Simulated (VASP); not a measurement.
A run of VASP 6.6.1 is set up as follows.

File INCAR:

```
SYSTEM = ZnAg
PREC     = Accurate       ! precision mode
ENCUT    = 520            ! plane-wave cutoff, eV
EDIFF    = 1E-7           ! SCF threshold, eV
ISMEAR   = -1             ! smearing method
SIGMA    = 0.1            ! smearing width, eV
LREAL    = .FALSE.        ! projectors in reciprocal space
LASPH    = .TRUE.         ! aspherical terms in the spheres
NELM     = 80             ! most SCF steps
ALGO     = Normal         ! electronic algorithm
ISIF     = 2              ! what is computed and relaxed
LWAVE    = .FALSE.        ! write WAVECAR
LCHARG   = .FALSE.        ! write CHGCAR
NBANDS   = 18             ! bands
```

The input KPOINTS:

```
Automatic mesh
0
G
  11 11 11
  0 0 0
```

The input POSCAR:

```
ZnAg
1.0
    3.1314410000      0.0000000000      0.0000000000
    0.0000000000      3.1314410000      0.0000000000
    0.0000000000      0.0000000000      3.1314410000
Zn Ag
1 1
Direct
    0.5000000000      0.5000000000      0.5000000000
    0.0000000000      0.0000000000      0.0000000000
```

Potentials or basis: VASP PAW LDA potentials, release 64 (Zn, Ag).

Command:

```console
$ cat potpaw_LDA.64/Zn/POTCAR potpaw_LDA.64/Ag/POTCAR > POTCAR
$ mpirun -np 1 vasp_std > vasp.out
```

Question: What does it give for the pressure?

Answer: -5.7 GPa.
